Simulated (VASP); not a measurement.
# SnSe (Fm-3m) in VASP: single point with PBE

Aim: the single point of SnSe with PBE.

All numbers are computed with VASP 6.6.1; they aren't measurements. Logs are shortened: lines on timing, memory, paths and dates and some standing lists are left out, and cuts for length are marked.

### 1 The cell of the first run

It takes space group Fm-3m (No. 225, cubic). Conventional cell: a = 6.004 Å, b = 6.004 Å, c = 6.004 Å, α = 90.00°, β = 90.00°, γ = 90.00°. Within 4.0 Å of Sn (site symmetry m-3m) lie 6 Se at 3.00 Å. Se (site symmetry m-3m) has 6 Sn at 3.00 Å within 4.0 Å.

### 2 Single point, PBE

The input, INCAR:

```
SYSTEM = SnSe
PREC = Accurate
ENCUT = 520
EDIFF = 1E-6
ISMEAR = 1
SIGMA = 0.086
LREAL = .False.
LASPH = .True.
NELM = 80
ALGO = Normal
ISIF = 2
LWAVE = .False.
LCHARG = .True.
GGA = PE
LELF = .True.
LVHAR = .True.
NBANDS = 17
```

The input, KPOINTS:

```
Automatic mesh
0
Gamma
  6 6 6
  0 0 0
```

The input, POSCAR:

```
SnSe
1.0
    0.0000000000      3.0021131514      3.0021131514
    3.0021131514      0.0000000000      3.0021131514
    3.0021131514      3.0021131514      0.0000000000
Sn Se
1 1
Direct
    0.0000000000      0.0000000000      0.0000000000
    0.5000000000      0.5000000000      0.5000000000
```

Potentials or basis: VASP PAW PBE potentials, release 64 (Sn_d, Se).

Run with:

```console
$ cat potpaw_PBE.64/Sn_d/POTCAR potpaw_PBE.64/Se/POTCAR > POTCAR
$ mpirun -np 1 vasp_std > vasp.out
```

OUTCAR:

```text
SYSTEM = SnSe
   PREC = Accurate
   ENCUT = 520
   EDIFF = 1E-6
   ISMEAR = 1
   LREAL = .False.
   LASPH = .True.
   NELM = 80
   ISIF = 2
   GGA = PE

 ion  position               nearest neighbor table
   1  0.000  0.000  0.000-   2 3.00   2 3.00   2 3.00   2 3.00   2 3.00   2 3.00
   2  0.500  0.500  0.500-   1 3.00   1 3.00   1 3.00   1 3.00   1 3.00   1 3.00

  LATTYP: Found a face centered cubic cell.
 ALAT       =     6.0042263028

  Lattice vectors:

 A1 = (   0.0000000000,   3.0021131514,   3.0021131514)
 A2 = (   3.0021131514,   0.0000000000,   3.0021131514)
 A3 = (   3.0021131514,   3.0021131514,   0.0000000000)

Analysis of symmetry for initial positions (statically):
=====================================================================
 Subroutine PRICEL returns:
 Original cell was already a primitive cell.

 Routine SETGRP: Setting up the symmetry group for a
 face centered cubic supercell.

 Subroutine GETGRP returns: Found 48 space group operations
 (whereof 48 operations were pure point group operations)
 out of a pool of 48 trial point group operations.

The static configuration has the point symmetry O_h .

Analysis of symmetry for dynamics (positions and initial velocities):
=====================================================================
 Subroutine PRICEL returns:
 Original cell was already a primitive cell.

 Routine SETGRP: Setting up the symmetry group for a
 face centered cubic supercell.

 Subroutine GETGRP returns: Found 48 space group operations
 (whereof 48 operations were pure point group operations)
 out of a pool of 48 trial point group operations.

The dynamic configuration has the point symmetry O_h .

 Subroutine INISYM returns: Found 48 space group operations
 (whereof 48 operations are pure point group operations),
 and found     1 'primitive' translations

----------------------------------------------------------------------------------------

                                     Primitive cell

  volume of cell :      54.1142

  direct lattice vectors                    reciprocal lattice vectors
     0.000000000  3.002113151  3.002113151    -0.166549352  0.166549352  0.166549352
     3.002113151  0.000000000  3.002113151     0.166549352 -0.166549352  0.166549352
     3.002113151  3.002113151  0.000000000     0.166549352  0.166549352 -0.166549352

  length of vectors
     4.245629134  4.245629134  4.245629134     0.288471940  0.288471940  0.288471940

  position of ions in fractional coordinates (direct lattice)
     0.000000000  0.000000000  0.000000000
     0.500000000  0.500000000  0.500000000

  ion indices of the primitive-cell ions
   primitive index   ion index
                 1           1
                 2           2

----------------------------------------------------------------------------------------

 KPOINTS: Automatic mesh

Automatic generation of k-mesh.
 Grid dimensions read from file:
 generate k-points for:    6    6    6

 Generating k-lattice:

  Cartesian coordinates                     Fractional coordinates (reciprocal lattice)
    -0.027758225  0.027758225  0.027758225     0.166666667  0.000000000  0.000000000
     0.027758225 -0.027758225  0.027758225     0.000000000  0.166666667  0.000000000
     0.027758225  0.027758225 -0.027758225     0.000000000  0.000000000  0.166666667

  Length of vectors
     0.048078657  0.048078657  0.048078657

  Shift w.r.t. Gamma in fractional coordinates (k-lattice)
     0.000000000  0.000000000  0.000000000

 Subroutine IBZKPT returns following result:
 ===========================================

 Found     16 irreducible k-points:

 Following reciprocal coordinates:
            Coordinates               Weight
  0.000000  0.000000  0.000000      1.000000
  0.166667  0.000000  0.000000      8.000000
  0.333333  0.000000  0.000000      8.000000
  0.500000  0.000000  0.000000      4.000000
  0.166667  0.166667  0.000000      6.000000
  0.333333  0.166667  0.000000     24.000000
[... 8 lines left out ...]
 -0.333333  0.333333  0.166667     24.000000
 -0.333333  0.500000  0.166667     12.000000
   k-points           NKPTS =     16   k-points in BZ     NKDIM =     16   number of bands    NBANDS=     17
   number of dos      NEDOS =    301   number of ions     NIONS =      2
   total plane-waves  NPLWV =  32768
   dimension x,y,z NGX =    32 NGY =   32 NGZ =   32
   dimension x,y,z NGXF=    64 NGYF=   64 NGZF=   64
   ions per type =               1   1
   NGX,Y,Z   is equivalent  to a cutoff of  12.53, 12.53, 12.53 a.u.
   NGXF,Y,Z  is equivalent  to a cutoff of  25.06, 25.06, 25.06 a.u.
 SYSTEM =  SnSe
   PREC   = accura    normal or accurate (medium, high low for compatibility)
   ISTART =      0    job   : 0-new  1-cont  2-samecut
   ICHARG =      2    charge: 1-file 2-atom 10-const
   ISPIN  =      1    spin polarized calculation?
   LNONCOLLINEAR =      F non collinear calculations
   LSORBIT =      F    spin-orbit coupling
   LASPH  =      T    aspherical Exc in radial PAW
   ENCUT  =  520.0 eV  38.22 Ry    6.18 a.u.   7.89  7.89  7.89*2*pi/ulx,y,z
   NELM   =     80;   NELMIN=  2; NELMDL= -5     # of ELM steps
   EDIFF  = 0.1E-05   stopping-criterion for ELM
   LREAL  =      F    real-space projection
   EDIFFG = 0.1E-04   stopping-criterion for IOM
   NSW    =      0    number of steps for IOM
   IBRION =     -1    ionic relax: 0-MD 1-quasi-New 2-CG
   NFREE  =      0    steps in history (QN), initial steepest desc. (CG)
   ISIF   =      2    stress and relaxation
   ISYM   =      2    0-nonsym 1-usesym 2-fastsym
   POTIM  = 0.5000    time-step for ionic-motion
   TEBEG  =    0.0;   TEEND  =   0.0 temperature during run
   PSTRESS=    0.0 pullay stress
   NELECT =      20.0000    total number of electrons
   NUPDOWN=      -1.0000    fix difference up-down
   EMIN   =  10.00;   EMAX   =-10.00  energy-range for DOS
   EFERMI =   0.00;   METHOD = LEGACY
   ISMEAR =     1;   SIGMA  =   0.09  broadening in eV -4-tet -1-fermi 0-gaus
   EFERMI_NEDOS =   21; number of points for ismear=-14 and -15
   IALGO  =     38    algorithm
   IMIX   =      4    mixing-type and parameters
     AMIX     =   0.40;   BMIX     =  1.00
     AMIX_MAG =   1.60;   BMIX_MAG =  1.00
  volume/ion in A,a.u.               =      27.06       182.59
  Fermi-wavevector in a.u.,A,eV,Ry     =   1.174846  2.220138 18.779634  1.380264
  Thomas-Fermi vector in A             =   2.311237
   LORBIT       =      0    0 simple, 1 ext, 2 COOP (PROOUT), +10 PAW based schemes
   GGA     = PE    functional components
   LHFCALC =     F    Hartree Fock is set to
   AEXX    =    0.0000 exact exchange contribution
   IVDW    =     0    specifies the selected vdW correction
   LEPSILON=     F    determine dielectric tensor
   LRPA    =     F    only Hartree local field effects (RPA)
 non-spin polarized calculation
 Methfessel and Paxton  Order N= 1 SIGMA  =   0.09
  energy-cutoff  :      520.00
  volume of cell :       54.11
 maximum number of plane-waves:      1470
   NGX = 15   NGY = 15   NGZ = 15

 number of electron      20.0000007 magnetization

 Free energy of the ion-electron system (eV)
  ---------------------------------------------------
  ext. energy  EPLUGINS =         0.00000000
  ---------------------------------------------------
  free energy    TOTEN  =        -8.23320134 eV

  energy without entropy =       -8.23329368  energy(sigma->0) =       -8.23323212

 E-fermi :   5.7315     XC(G=0):  -9.6421

 val. band max:        5.6590972170   @ k =   0.5000   0.0000   0.0000
 cond. band min:       6.2720712052   @ k =   0.5000   0.0000   0.0000
 fundamental gap:      0.6129739882
 Fermi energy:         5.7314990885

 k-point     1 :       0.0000    0.0000    0.0000
  band No.  band energies     occupation
      1     -15.9367      2.00000
      2     -15.9367      2.00000
      3     -15.9367      2.00000
      4     -15.9353      2.00000
      5     -15.9353      2.00000
      6      -8.2616      2.00000
[... 9 lines left out ...]
     16      11.5261      0.00000
     17      13.8326      0.00000

 k-point     2 :       0.1667    0.0000    0.0000
  band No.  band energies     occupation
      1     -15.9377      2.00000
      2     -15.9377      2.00000
      3     -15.9360      2.00000
      4     -15.9330      2.00000
      5     -15.9330      2.00000
      6      -8.0688      2.00000
[... 9 lines left out ...]
     16      12.1584      0.00000
     17      15.5191      0.00000

 k-point     3 :       0.3333    0.0000    0.0000
  band No.  band energies     occupation
      1     -15.9418      2.00000
      2     -15.9418      2.00000
      3     -15.9348      2.00000
      4     -15.9264      2.00000
      5     -15.9264      2.00000
      6      -7.6072      2.00000
[... 9 lines left out ...]
     16      13.7987      0.00000
     17      17.5694      0.00000

 k-point     4 :       0.5000    0.0000    0.0000
  band No.  band energies     occupation
      1     -15.9438      2.00000
      2     -15.9438      2.00000
      3     -15.9342      2.00000
      4     -15.9231      2.00000
      5     -15.9231      2.00000
      6      -7.3163      2.00000
[... 9 lines left out ...]
     16      15.8834      0.00000
     17      15.8834      0.00000
[... 183 lines left out ...]
      1     -15.9509      2.00000
      2     -15.9363      2.00000
      3     -15.9356      2.00000
      4     -15.9248      2.00000
      5     -15.9235      2.00000
      6      -7.2846      2.00000
[... 9 lines left out ...]
     16      15.6572      0.00000
     17      16.1614      0.00000

 k-point    15 :      -0.3333    0.3333    0.1667
  band No.  band energies     occupation
      1     -15.9523      2.00000
      2     -15.9368      2.00000
      3     -15.9308      2.00000
      4     -15.9295      2.00000
      5     -15.9208      2.00000
      6      -7.0874      2.00000
[... 9 lines left out ...]
     16      17.1131      0.00000
     17      17.1606      0.00000

 k-point    16 :      -0.3333    0.5000    0.1667
  band No.  band energies     occupation
      1     -15.9583      2.00000
      2     -15.9374      2.00000
      3     -15.9321      2.00000
      4     -15.9250      2.00000
      5     -15.9186      2.00000
      6      -7.0116      2.00000
[... 9 lines left out ...]
     16      16.8707      0.00000
     17      18.4037      0.00000

------------------------ aborting loop because EDIFF is reached ----------------------------------------

  FORCE on cell =-STRESS in cart. coord.  units (eV):
  Direction    XX          YY          ZZ          XY          YZ          ZX
  --------------------------------------------------------------------------------------
  -------------------------------------------------------------------------------------
  Total        0.3379463      0.3379463      0.3379463      0.0000000     -0.0000000      0.0000000
  in kB       10.0056916     10.0056916     10.0056916      0.0000000     -0.0000000      0.0000000
  external PRESSURE =      10.0056916 kB  Pullay stress =       0.0000000 kB

 VOLUME and BASIS-vectors are now :
 -----------------------------------------------------------------------------
  energy-cutoff  :      520.00
  volume of cell :       54.11
      direct lattice vectors                 reciprocal lattice vectors
     0.000000000  3.002113151  3.002113151    -0.166549352  0.166549352  0.166549352
     3.002113151  0.000000000  3.002113151     0.166549352 -0.166549352  0.166549352
     3.002113151  3.002113151  0.000000000     0.166549352  0.166549352 -0.166549352

 POSITION                                       TOTAL-FORCE (eV/Angst)
 -----------------------------------------------------------------------------------
      0.00000      0.00000      0.00000         0.000000     -0.000000     -0.000000
      3.00211      3.00211      3.00211         0.000000      0.000000      0.000000
 -----------------------------------------------------------------------------------
    total drift:                                0.000000     -0.000000     -0.000000

  FREE ENERGIE OF THE ION-ELECTRON SYSTEM (eV)
  ---------------------------------------------------
  free  energy   TOTEN  =        -8.2332013427 eV

  energy  without entropy=       -8.2332936797  energy(sigma->0) =       -8.23323212
```

Run time: 13 s. Hardware: 1 thread of Intel Xeon 6975P-C, shared host; peak memory 0.18 GiB.

What came out:

| Item | Value |
| --- | --- |
| Free energy | -8.2332 eV |
| Pressure | 1.0 GPa |
| Band gap on the k mesh | 0.61 eV, direct |

Levels at points of the mesh, in eV from the valence-band top:
```csv
k point,band 7,band 8,band 9,band 10,band 11,band 12,band 13,band 14
"(0.00, 0.00, 0.00)",-5.03,-2.21,-2.21,-2.21,4.36,4.36,4.36,5.87
"(0.50, 0.00, 0.00)",-8.08,-1.97,-1.97,0.00,0.61,1.26,1.26,8.27
"(0.50, 0.50, 0.00)",-5.99,-5.51,-3.67,-3.67,3.01,5.40,5.40,6.02
```

Caveat: spin-orbit coupling is left out, which moves the levels of the heavy elements. A k mesh can miss the band edges.
